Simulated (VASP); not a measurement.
Crystal: NaCuH4.

```
Na Cu H
1.0
     4.03921    0.00000    0.00000
     0.00000    4.03921    0.00000
     0.00000    0.00000    5.71230
Na Cu H
1 1 4
Direct
  0.00000 0.00000 0.00000
  0.50000 0.50000 0.50000
  0.50000 0.00000 0.25000
  0.00000 0.50000 0.75000
  0.50000 0.00000 0.75000
  0.00000 0.50000 0.25000
```

| Property | Result |
| --- | --- |
| Program | VASP 6.6.1 |
| Task | relaxation of cell and atoms |
| Functional | PBE |
| Potentials or basis | VASP PAW PBE potentials, release 64 (Na_pv, Cu, H) |
| Cutoff | 600 eV |
| k mesh | 4 × 4 × 4 |
| Occupations | gaussian, width 0.1 eV |
| Spin | no spin polarisation |

At the start: pressure -10.4 GPa; volume 15.53 Å³/atom.

Q: How do energy, volume and symmetry change on relaxing?

A: Over 12 steps the energy falls by 630.6 meV/atom and the volume is 8.45 Å³/atom (-45.6 %); space group P4/mmm (No. 123, to 0.05 Å).

Step by step:
| step | energy change (eV) | largest force (eV/Å) | pressure (GPa) | volume (Å³) |
| --- | --- | --- | --- | --- |
| 1 | 0.0000 | 0.6811 | -10.38 | 93.20 |
| 2 | -0.9623 | 0.8073 | -11.02 | 80.28 |
| 3 | -3.0639 | 1.0635 | -1.40 | 48.77 |
| 4 | -2.9899 | 0.9573 | 11.27 | 41.74 |
| 5 | -3.0950 | 1.0403 | 2.55 | 45.91 |
| 6 | -3.4224 | 0.6258 | 5.18 | 44.84 |
| 7 | -3.5537 | 0.1428 | 9.17 | 43.78 |
| 8 | -3.7602 | 0.0632 | 1.57 | 48.80 |
| 9 | -3.7732 | 0.0438 | -1.76 | 52.13 |
| 10 | -3.7773 | 0.0468 | -0.80 | 51.06 |
| 11 | -3.7773 | 0.0472 | -0.71 | 50.91 |
| 12 | -3.7835 | 0.0029 | -0.09 | 50.69 |

Final structure:
```cif
data_structure
_symmetry_space_group_name_H-M 'P 1'
_symmetry_Int_Tables_number 1
_cell_length_a 3.1978
_cell_length_b 3.1978
_cell_length_c 4.9566
_cell_angle_alpha 90.000
_cell_angle_beta 90.000
_cell_angle_gamma 90.000
_cell_volume 50.69
loop_
_atom_site_label
_atom_site_type_symbol
_atom_site_fract_x
_atom_site_fract_y
_atom_site_fract_z
_atom_site_occupancy
Na1 Na 0.00000 0.00000 0.00000 1
Cu1 Cu 0.50000 0.50000 0.50000 1
H1 H 0.50000 0.00000 0.33635 1
H2 H 0.00000 0.50000 0.66365 1
H3 H 0.50000 0.00000 0.66365 1
H4 H 0.00000 0.50000 0.33635 1
```

Caveat: the k points lie up to 0.49 Å⁻¹ apart in the final cell; the volume moved by over 15 % at a fixed basis, so the end points are rough.
